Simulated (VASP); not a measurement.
# Ca3Ni (P6_3/mmc) in VASP: a series of runs, part 2 of 2

VASP 6.6.1.

## Step 3: Relaxation of cell and atoms, PBE

This run uses another cell than the first one, of 23.93 Å³/atom.

Contents of INCAR:

```
SYSTEM = Ca3Ni
ALGO = Fast
EDIFF = 1E-6
EDIFFG = -0.04
ENCUT = 600
GGA = PE
IBRION = 2
ISIF = 3
ISMEAR = 0
LASPH = .True.
LCHARG = .False.
LREAL = .False.
LWAVE = .False.
NELM = 60
NSW = 90
PREC = Accurate
SIGMA = 0.1
```

Contents of KPOINTS:

```
k-points
0
Gamma
  3 3 4
  0 0 0
```

Contents of POSCAR:

```
Ca3Ni
1.0
    6.5062535080      0.0000000000      0.0000000000
   -3.2531267540      5.6345808214      0.0000000000
    0.0000000000      0.0000000000      5.2222723051
Ca Ni
6 2
Direct
    0.8330000000      0.6660000000      0.2500000000
    0.1670000000      0.8330000000      0.7500000000
    0.3340000000      0.1670000000      0.2500000000
    0.1670000000      0.3340000000      0.7500000000
    0.8330000000      0.1670000000      0.2500000000
    0.6660000000      0.8330000000      0.7500000000
    0.3333333333      0.6666666667      0.2500000000
    0.6666666667      0.3333333333      0.7500000000
```

Potentials or basis: VASP PAW PBE potentials, release 64 (Ca_sv, Ni).

Launch:

```
$ cat potpaw_PBE.64/Ca_sv/POTCAR potpaw_PBE.64/Ni/POTCAR > POTCAR
$ mpirun -np 1 vasp_std > vasp.out
```

Run time: 62 min. Hardware: 1 thread of Intel Xeon 6975P-C (Granite Rapids), shared host; peak memory 0.43 GiB.

Results (log left out):

```
Free energy                           : -21.1163 eV
Relaxed volume                        : 29.08 Å³/atom
Relaxed cell                          : a = 7.195 Å, b = 7.195 Å, c = 5.190 Å, α = 90.00°, β = 90.00°, γ = 120.00°
Space group after relaxing (to 0.1 Å) : P6_3/mmc (No. 194)
Energy gained by relaxing             : 242.5 meV/atom
Ionic steps                           : 8
Pressure after relaxing               : -0.1 GPa
Largest force after relaxing          : 0.037 eV/Å
Band gap on the k mesh                : zero (bands 40 and 41 overlap by 0.70 eV)
```

Forces on the atoms (eV/Å):
```
Ca   0.000  0.037  0.000
Ca  -0.032  0.019  0.000
Ca  -0.032 -0.019  0.000
Ca   0.000 -0.037  0.000
Ca   0.032 -0.019  0.000
Ca   0.032  0.019  0.000
Ni   0.000  0.000  0.000
Ni   0.000  0.000  0.000
```

Stress tensor (GPa, compression positive):
```
-0.03  0.00  0.00
 0.00 -0.03  0.00
 0.00  0.00 -0.21
```

The path:
| step | energy change (eV) | largest force (eV/Å) | pressure (GPa) | volume (Å³) |
| --- | --- | --- | --- | --- |
| 1 | 0.0000 | 0.8931 | 7.01 | 191.45 |
| 2 | -1.7803 | 0.3369 | 0.85 | 221.95 |
| 3 | -1.8105 | 0.3196 | 0.71 | 223.17 |
| 4 | -1.8389 | 0.2611 | 0.69 | 223.39 |
| 5 | -1.8954 | 0.0891 | 0.71 | 223.97 |
| 6 | -1.9116 | 0.1790 | 0.84 | 224.73 |
| 7 | -1.9399 | 0.0268 | -0.15 | 233.31 |
| 8 | -1.9400 | 0.0374 | -0.09 | 232.67 |

Final structure:
```
CELL_PARAMETERS angstrom
7.19505 0.00000 0.00000
-3.59752 6.23109 0.00000
0.00000 0.00000 5.18973
ATOMIC_POSITIONS crystal
Ca 0.82047 0.64094 0.25000
Ca 0.17953 0.82047 0.75000
Ca 0.35906 0.17953 0.25000
Ca 0.17953 0.35906 0.75000
Ca 0.82047 0.17953 0.25000
Ca 0.64094 0.82047 0.75000
Ni 0.33333 0.66667 0.25000
Ni 0.66667 0.33333 0.75000
```

Levels at points of the mesh, in eV from the Fermi level:
```csv
k point,band 38,band 39,band 40,band 41,band 42,band 43
"(0.00, 0.00, 0.00)",-0.48,-0.48,-0.24,-0.24,0.01,0.51
"(0.00, 0.00, 0.50)",-0.90,0.46,0.46,0.46,0.46,0.54
```

Caveat: the k points lie up to 0.34 Å⁻¹ apart in the final cell, too coarse for converged energies and pressures of a metal; the volume moved by over 15 % at a fixed basis, so the end points are rough.

## Step 4: Single point, PBE, collinear spin, ferromagnetic start

This run uses another cell than the first one, of 23.93 Å³/atom.

Contents of INCAR:

```
SYSTEM = Ca3Ni
PREC = Accurate
ENCUT = 520
EDIFF = 1E-6
ISMEAR = 0
SIGMA = 0.1
LREAL = .FALSE.
LASPH = .TRUE.
NELM = 150
ALGO = Normal
ISIF = 2
LWAVE = .FALSE.
LCHARG = .FALSE.
ISPIN = 2
MAGMOM = 0 0 0 0 0 0 2 2
LORBIT = 11
LMAXMIX = 4
GGA = PE
NBANDS = 54
```

Contents of KPOINTS:

```
regular mesh
0
G
  3 3 4
  0 0 0
```

POSCAR is that of step 3.

Potentials or basis: VASP PAW PBE potentials, release 64 (Ca_sv, Ni).

Launch:

```
$ cat potpaw_PBE.64/Ca_sv/POTCAR potpaw_PBE.64/Ni/POTCAR > POTCAR
$ mpirun -np 1 vasp_std > vasp.out
```

OUTCAR:

```text
SYSTEM = Ca3Ni
   PREC = Accurate
   ENCUT = 520
   EDIFF = 1E-6
   ISMEAR = 0
   LREAL = .FALSE.
   LASPH = .TRUE.
   NELM = 150
   ISIF = 2
   ISPIN = 2
   LORBIT = 11
   GGA = PE

 ion  position               nearest neighbor table
   1  0.833  0.666  0.250-
   2  0.167  0.833  0.750-
   3  0.334  0.167  0.250-
   4  0.167  0.334  0.750-
   5  0.833  0.167  0.250-
   6  0.666  0.833  0.750-
   7  0.333  0.667  0.250-
   8  0.667  0.333  0.750-

  LATTYP: Found a hexagonal cell.
 ALAT       =     6.5062535080
 C/A-ratio  =     0.8026542923

  Lattice vectors:
[... 1219 lines left out ...]
     -1.62331      4.69361      3.91670         0.811073     -0.468273      0.000000
      1.62982      0.94097      1.30557         0.811073      0.468273     -0.000000
      0.00000      1.88195      3.91670        -0.000000      0.936546      0.000000
      4.87644      0.94097      1.30557        -0.811073      0.468273      0.000000
      1.62331      4.69361      3.91670        -0.811073     -0.468273      0.000000
     -0.00000      3.75639      1.30557        -0.000000      0.000000      0.000000
      3.25313      1.87819      3.91670        -0.000000     -0.000000      0.000000
 -----------------------------------------------------------------------------------
    total drift:                               -0.000000      0.000000      0.000000

  FREE ENERGIE OF THE ION-ELECTRON SYSTEM (eV)
  ---------------------------------------------------
  free  energy   TOTEN  =       -20.1676076146 eV

  energy  without entropy=      -20.1333069931  energy(sigma->0) =      -20.15045730

 total charge

# of ion       s       p       d       tot
------------------------------------------
    1        2.100   5.838   0.300   8.238
    2        2.100   5.838   0.300   8.238
    3        2.100   5.838   0.300   8.238
    4        2.100   5.838   0.300   8.238
    5        2.100   5.838   0.300   8.238
    6        2.100   5.838   0.300   8.238
    7        0.498   0.190   8.355   9.042
    8        0.498   0.190   8.355   9.042
--------------------------------------------------
tot         13.598  35.405  18.508  67.511

 magnetization (x)

# of ion       s       p       d       tot
------------------------------------------
    1       -0.000   0.000   0.000   0.000
    2       -0.000   0.000   0.000   0.000
    3       -0.000   0.000   0.000   0.000
    4       -0.000   0.000   0.000   0.000
    5       -0.000   0.000   0.000   0.000
    6       -0.000   0.000   0.000   0.000
    7       -0.000  -0.000  -0.000  -0.000
    8       -0.000  -0.000  -0.000  -0.000
--------------------------------------------------
tot         -0.000  -0.000  -0.000  -0.000
```

Wall time 5.6 min (1 thread of AMD EPYC 9R45 (Zen 5), shared host); peak memory 0.42 GiB.

Results:

```
Free energy                                           : -20.1676 eV
Pressure                                              : 6.7 GPa
Largest force                                         : 0.937 eV/Å
Band gap on the k mesh                                : zero (filled and empty bands overlap)
Net moment                                            : 0.00 μB per cell
Valence electrons inside the program's atomic spheres : Ca 8.24; Ni 9.04
```

Forces in eV/Å, atoms in the order of the input:
```
Ca   0.000 -0.937  0.000
Ca   0.811 -0.468  0.000
Ca   0.811  0.468  0.000
Ca   0.000  0.937  0.000
Ca  -0.811  0.468  0.000
Ca  -0.811 -0.468  0.000
Ni   0.000  0.000  0.000
Ni   0.000  0.000  0.000
```

Levels at points of the mesh, in eV from the Fermi level:
Spin up:
| k point | band 38 | band 39 | band 40 | band 41 | band 42 | band 43 |
| --- | --- | --- | --- | --- | --- | --- |
| (0.00, 0.00, 0.00) | -0.57 | -0.13 | -0.13 | 0.01 | 0.01 | 0.36 |
| (0.00, 0.00, 0.50) | -1.15 | 0.64 | 0.64 | 0.64 | 0.64 | 0.92 |
Spin down:
| k point | band 38 | band 39 | band 40 | band 41 | band 42 | band 43 |
| --- | --- | --- | --- | --- | --- | --- |
| (0.00, 0.00, 0.00) | -0.57 | -0.13 | -0.13 | 0.01 | 0.01 | 0.36 |
| (0.00, 0.00, 0.50) | -1.15 | 0.64 | 0.64 | 0.64 | 0.64 | 0.92 |

Caveat: the k points lie up to 0.37 Å⁻¹ apart, too coarse for converged energies and pressures of a metal; the moments typed at the start vanished in this run.
